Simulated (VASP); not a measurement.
# GaN (Fm-3m) in VASP: further runs, part 2 of 2

VASP 6.6.1.

### 3 Single point, LDA

This run uses another cell than the first one, of 9.74 Å³/atom.

Contents of INCAR:

```
ALGO     = Normal         # electronic algorithm
EDIFF    = 1E-6           # SCF threshold, eV
ENCUT    = 600            # plane-wave cutoff, eV
GGA      = CA             # functional
GGA_COMPAT= False        
ISIF     = 2              # what is computed and relaxed
ISMEAR   = 0              # smearing method
LASPH    = True           # aspherical terms in the spheres
LCHARG   = True           # write CHGCAR
LELF     = True           # ELF
LREAL    = False          # projectors in reciprocal space
LVHAR    = True         
LWAVE    = False          # write WAVECAR
NBANDS   = 16             # bands
NELM     = 120            # most SCF steps
PREC     = Accurate       # precision mode
SIGMA    = 0.1            # smearing width, eV
```

Contents of KPOINTS:

```
k-points
0
Gamma
  8 8 8
```

Contents of POSCAR:

```
GaN
1.0
    0.0000000000      2.1352350000      2.1352350000
    2.1352350000      0.0000000000      2.1352350000
    2.1352350000      2.1352350000      0.0000000000
Ga N
1 1
Direct
    0.0000000000      0.0000000000      0.0000000000
    0.5000000000      0.5000000000      0.5000000000
```

Potentials or basis: VASP PAW LDA potentials, release 64 (Ga_d, N).

The run is started by

```bash
$ cat potpaw_LDA.64/Ga_d/POTCAR potpaw_LDA.64/N/POTCAR > POTCAR
$ mpirun -np 1 vasp_std > vasp.out
```

OUTCAR:

```text
EDIFF = 1E-6
   ENCUT = 600
   GGA = CA
   ISIF = 2
   ISMEAR = 0
   LASPH = True
   LREAL = False
   NELM = 120
   PREC = Accurate

 ion  position               nearest neighbor table
   1  0.000  0.000  0.000-   2 2.14   2 2.14   2 2.14   2 2.14   2 2.14   2 2.14
   2  0.500  0.500  0.500-   1 2.14   1 2.14   1 2.14   1 2.14   1 2.14   1 2.14

  LATTYP: Found a face centered cubic cell.
 ALAT       =     4.2704700000

  Lattice vectors:

 A1 = (   0.0000000000,   2.1352350000,   2.1352350000)
 A2 = (   2.1352350000,   0.0000000000,   2.1352350000)
 A3 = (   2.1352350000,   2.1352350000,   0.0000000000)

Analysis of symmetry for initial positions (statically):
=====================================================================
 Subroutine PRICEL returns:
 Original cell was already a primitive cell.

 Routine SETGRP: Setting up the symmetry group for a
 face centered cubic supercell.

 Subroutine GETGRP returns: Found 48 space group operations
 (whereof 48 operations were pure point group operations)
 out of a pool of 48 trial point group operations.

The static configuration has the point symmetry O_h .

Analysis of symmetry for dynamics (positions and initial velocities):
=====================================================================
 Subroutine PRICEL returns:
 Original cell was already a primitive cell.

 Routine SETGRP: Setting up the symmetry group for a
 face centered cubic supercell.

 Subroutine GETGRP returns: Found 48 space group operations
 (whereof 48 operations were pure point group operations)
 out of a pool of 48 trial point group operations.

The dynamic configuration has the point symmetry O_h .

 Subroutine INISYM returns: Found 48 space group operations
 (whereof 48 operations are pure point group operations),
 and found     1 'primitive' translations

----------------------------------------------------------------------------------------

[... 111 lines left out ...]
     AMIX     =   0.40;   BMIX     =  1.00
     AMIX_MAG =   1.60;   BMIX_MAG =  1.00
  volume/ion in A,a.u.               =       9.74        65.70
  Fermi-wavevector in a.u.,A,eV,Ry     =   1.594814  3.013761 34.605481  2.543431
  Thomas-Fermi vector in A             =   2.692830
   LORBIT       =      0    0 simple, 1 ext, 2 COOP (PROOUT), +10 PAW based schemes
   GGA     = CA    functional components
   LHFCALC =     F    Hartree Fock is set to
   AEXX    =    0.0000 exact exchange contribution
   IVDW    =     0    specifies the selected vdW correction
   LEPSILON=     F    determine dielectric tensor
   LRPA    =     F    only Hartree local field effects (RPA)
 non-spin polarized calculation
 Gauss-broadening in eV      SIGMA  =   0.10
  energy-cutoff  :      600.00
  volume of cell :       19.47
 maximum number of plane-waves:       660
   NGX = 13   NGY = 13   NGZ = 13

 number of electron      18.0000005 magnetization

 Free energy of the ion-electron system (eV)
  ---------------------------------------------------
  ext. energy  EPLUGINS =         0.00000000
  ---------------------------------------------------
  free energy    TOTEN  =       -13.03704018 eV

  energy without entropy =      -13.03664312  energy(sigma->0) =      -13.03684165

 E-fermi :   7.4290     XC(G=0): -13.3025

 val. band max:        7.2734219489   @ k =  -0.2500   0.1250   0.0000
 cond. band min:       7.5148041738   @ k =   0.5000   0.5000   0.0000
 fundamental gap:      0.2413822248
 Fermi energy:         7.4289784137

 k-point     1 :       0.0000    0.0000    0.0000
  band No.  band energies     occupation
      1      -9.6004      2.00000
      2      -6.8142      2.00000
      3      -6.8142      2.00000
      4      -6.8142      2.00000
      5      -6.7245      2.00000
      6      -6.7245      2.00000
[... 433 lines left out ...]
      3      -6.8338      2.00000
      4      -6.7592      2.00000
      5      -6.5992      2.00000
      6      -5.0326      2.00000
[... 8 lines left out ...]
     15      25.8143      0.00000
     16      30.4069      0.00000

 [... further k-points ...]

------------------------ aborting loop because EDIFF is reached ----------------------------------------

  FORCE on cell =-STRESS in cart. coord.  units (eV):
  Direction    XX          YY          ZZ          XY          YZ          ZX
  --------------------------------------------------------------------------------------
  -------------------------------------------------------------------------------------
  Total       -1.5342828     -1.5342828     -1.5342828     -0.0000000      0.0000000      0.0000000
  in kB     -126.2551106   -126.2551106   -126.2551106     -0.0000000      0.0000000      0.0000000
  external PRESSURE =    -126.2551106 kB  Pullay stress =       0.0000000 kB

 VOLUME and BASIS-vectors are now :
 -----------------------------------------------------------------------------
  energy-cutoff  :      600.00
  volume of cell :       19.47
      direct lattice vectors                 reciprocal lattice vectors
     0.000000000  2.135235000  2.135235000    -0.234166263  0.234166263  0.234166263
     2.135235000  0.000000000  2.135235000     0.234166263 -0.234166263  0.234166263
     2.135235000  2.135235000  0.000000000     0.234166263  0.234166263 -0.234166263

 POSITION                                       TOTAL-FORCE (eV/Angst)
 -----------------------------------------------------------------------------------
      0.00000      0.00000      0.00000         0.000000      0.000000     -0.000000
      2.13524      2.13524      2.13524         0.000000      0.000000      0.000000
 -----------------------------------------------------------------------------------
    total drift:                                0.000000     -0.000000     -0.000000

  FREE ENERGIE OF THE ION-ELECTRON SYSTEM (eV)
  ---------------------------------------------------
  free  energy   TOTEN  =       -13.0370401752 eV

  energy  without entropy=      -13.0366431173  energy(sigma->0) =      -13.03684165
```

OSZICAR:

```text
N       E                     dE             d eps       ncg     rms          rms(c)
DAV:   1     0.799009376455E+02    0.79901E+02   -0.99962E+03  1080   0.229E+03
DAV:   2    -0.100463293499E+02   -0.89947E+02   -0.84336E+02  1088   0.338E+02
DAV:   3    -0.147711647335E+02   -0.47248E+01   -0.47059E+01  1072   0.656E+01
DAV:   4    -0.148100256757E+02   -0.38861E-01   -0.38859E-01  1152   0.614E+00
DAV:   5    -0.148105043203E+02   -0.47864E-03   -0.47864E-03  1080   0.631E-01    0.703E+00
DAV:   6    -0.130956744644E+02    0.17148E+01   -0.44922E+00  1304   0.395E+01    0.237E+00
DAV:   7    -0.130632160245E+02    0.32458E-01   -0.18211E-01  1080   0.502E+00    0.147E+00
DAV:   8    -0.130390048578E+02    0.24211E-01   -0.50572E-02  1032   0.215E+00    0.555E-01
DAV:   9    -0.130370730843E+02    0.19318E-02   -0.59869E-03  1040   0.133E+00    0.143E-01
DAV:  10    -0.130370554015E+02    0.17683E-04   -0.57811E-04  1120   0.243E-01    0.716E-02
DAV:  11    -0.130370397932E+02    0.15608E-04   -0.44312E-05  1248   0.856E-02    0.855E-03
DAV:  12    -0.130370401752E+02   -0.38201E-06   -0.25587E-06  1032   0.233E-02
   1 F= -.13037040E+02 E0= -.13036842E+02  d E =-.397058E-03
```

stdout:

```text
POSCAR found type information on POSCAR GaN
 POSCAR found :  2 types and       2 ions
 scaLAPACK will be used
 LDA part: xc-table for (Slater(with rela. corr.)+CA(PZ))
 , standard interpolation
 POSCAR, INCAR and KPOINTS ok, starting setup
 FFT: planning ... GRIDC
 FFT: planning ... GRID_SOFT
 FFT: planning ... GRID
 WAVECAR not read
 entering main loop
```

Run time: 11 s. Hardware: 1 thread of AMD EPYC 7R43 (Zen 3), shared host; peak memory 0.1 GiB.

Results:

```yaml
Free_energy: -13.0370 eV
Pressure: -12.6 GPa
Band_gap_on_the_k_mesh: 0.24 eV (least direct gap 2.45 eV)
```

Levels at points of the mesh, in eV from the valence-band top:
```tsv
k point	band 5	band 6	band 7	band 8	band 9	band 10	band 11	band 12	band 13	band 14
(0.00, 0.00, 0.00)	-14.00	-14.00	-0.48	-0.48	-0.48	1.97	14.49	14.49	14.49	15.11
(0.50, 0.00, 0.00)	-13.88	-13.76	-8.16	-0.15	-0.15	4.55	8.74	8.74	8.85	15.95
(0.50, 0.50, 0.00)	-13.83	-10.90	-6.92	-2.94	-2.94	0.24	7.75	11.48	13.89	13.89
```

Caveat: the cell stands under tension.

### 4 Single point, LDA

Contents of INCAR:

```
SYSTEM = GaN
PREC = Accurate ; ENCUT = 600
EDIFF = 1E-6 ; ISMEAR = 0
SIGMA = 0.02 ; LREAL = .FALSE.
LASPH = .TRUE. ; NELM = 120
ALGO = Normal ; ISIF = 2
LWAVE = .FALSE. ; LCHARG = .TRUE.
GGA = CA ; LELF = .TRUE.
LVHAR = .TRUE. ; NBANDS = 16
GGA_COMPAT = .FALSE.
```

Contents of KPOINTS:

```
regular mesh
0
G
  12 12 12
  0 0 0
```

Contents of POSCAR:

```
GaN
1.0
    0.0000000000      2.0905572200      2.0905572200
    2.0905572200      0.0000000000      2.0905572200
    2.0905572200      2.0905572200      0.0000000000
Ga N
1 1
Direct
    0.0000000000      0.0000000000      0.0000000000
    0.5000000000      0.5000000000      0.5000000000
```

The run is started by

```bash
$ cat potpaw_LDA.64/Ga_d/POTCAR potpaw_LDA.64/N/POTCAR > POTCAR
$ mpirun -np 1 vasp_std > vasp.out
```

Run time: 29 s. Hardware: 1 thread of AMD EPYC 7R43 (Zen 3), shared host; peak memory 0.11 GiB.

The run converged. Its results:

```
Free energy            : -13.0829 eV
Pressure               : 1.3 GPa
Band gap on the k mesh : 0.62 eV (least direct gap 3.25 eV)
```

Levels at points of the mesh, in eV from the valence-band top:
```csv
k point,band 5,band 6,band 7,band 8,band 9,band 10,band 11,band 12,band 13,band 14
"(0.00, 0.00, 0.00)",-13.99,-13.99,-0.57,-0.57,-0.57,2.68,14.84,14.84,14.84,15.99
"(0.50, 0.00, 0.00)",-13.84,-13.84,-8.52,-0.17,-0.17,4.80,9.07,9.07,9.66,16.53
"(0.50, 0.50, 0.00)",-13.78,-10.80,-7.44,-3.20,-3.20,0.62,7.79,12.09,14.69,14.69
```

### 5 The runs side by side

| cell | k mesh | smearing | gap on the mesh (eV) | pressure (GPa) |
| --- | --- | --- | --- | --- |
| a = 2.957 Å, angles 60.0°, 2 atoms | 8 × 8 × 8 | gaussian 0.1 eV | 0.63 | 1.0 |
| a = 3.020 Å, angles 60.0°, 2 atoms | 8 × 8 × 8 | gaussian 0.1 eV | 0.24 | -12.6 |
| a = 2.956 Å, angles 60.0°, 2 atoms | 12 × 12 × 12 | gaussian 0.02 eV | 0.62 | 1.3 |

Alike in all rows: task single point; level LDA; potentials or basis VASP PAW LDA potentials, release 64 (Ga_d, N); no spin polarisation; cutoff (eV) 600.

Caveats: the cell stands under tension (at least some runs).

Absolute energies hang on the potentials; compare differences alone.
